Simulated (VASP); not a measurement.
Write the native input for VASP 6.6.1 that does the following.

* Task: single point
* Functional: PBEsol
* Potentials or basis: VASP PAW PBE potentials, release 64 (Co)
* Cutoff: 520 eV
* k mesh: 17 × 17 × 17
* Occupations: fermi-dirac, width 0.136057 eV
* Spin: no spin polarisation
* Dipole correction: no
* Further INCAR settings: ALGO = Normal; EDIFF = 1e-06; NBANDS = 10

The structure of Co lies in POSCAR:

```
Co
1.0
   -1.3629301731      1.3629301731      1.3629301731
    1.3629301731     -1.3629301731      1.3629301731
    1.3629301731      1.3629301731     -1.3629301731
Co
1
Direct
    0.0000000000      0.0000000000      0.0000000000
```

These files were run (other wordings do the same):

INCAR

```
SYSTEM = Co
ALGO = Normal ; EDIFF = 1E-6
ENCUT = 520 ; GGA = PS
ISIF = 2 ; ISMEAR = -1
LASPH = .True. ; LCHARG = .True.
LELF = .True. ; LREAL = .False.
LVHAR = .True. ; LWAVE = .False.
NBANDS = 10 ; NELM = 80
PREC = Accurate ; SIGMA = 0.13605693000000002
```

KPOINTS

```
k-points
0
Gamma
  17 17 17
  0 0 0
```

Potentials or basis: VASP PAW PBE potentials, release 64 (Co).

Command:

```console
$ cat potpaw_PBE.64/Co/POTCAR > POTCAR
$ mpirun -np 1 vasp_std > vasp.out
```

It gave:

| Property | Result |
| --- | --- |
| Pressure | 0.0 GPa |

Caveat: the PAW data sets were made with another functional, which shifts forces and pressure a little; the run has no spin polarisation, though such a crystal can be magnetic.

It took 29 s on 1 thread of AMD EPYC 7R13, on a shared host, peak memory 0.1 GiB.
